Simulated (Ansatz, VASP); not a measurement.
Two plane-wave programs on ZrC

```
Zr C
1.0
     0.00000    2.36500    2.36500
     2.36500    0.00000    2.36500
     2.36500    2.36500    0.00000
Zr C
1 1
Cartesian
  2.3650 2.3650 2.3650
  0.0000 0.0000 0.0000
```

Alike in both runs: task relaxation of cell and atoms; functional PBEsol; dispersion D3(BJ); k mesh 10 × 10 × 10; occupations fermi-dirac, width 0.05 eV; no spin polarisation.

|  | VASP | Ansatz |
| --- | --- | --- |
| version | VASP 6.6.1 | Ansatz 0.2.0 |
| potentials or method | VASP PAW PBE potentials, release 64 (Zr_sv, C) | Ansatz PAW |
| plane-wave cutoff (eV) | 600 | 420 |
| valence electrons in the cell | 16 | 16 |

```csv
,VASP,Ansatz,Ansatz less VASP
relaxed volume (Å³/atom),12.46,12.45,-0.019
relaxed cell length with the largest relative difference (Å),3.279,3.277,-0.0017
```

VASP's potentials were made for PBE, not for PBEsol.

Noted on Ansatz's run: the plane-wave basis is chosen anew once the cell has moved, so the energies of steps on either side of that aren't comparable.
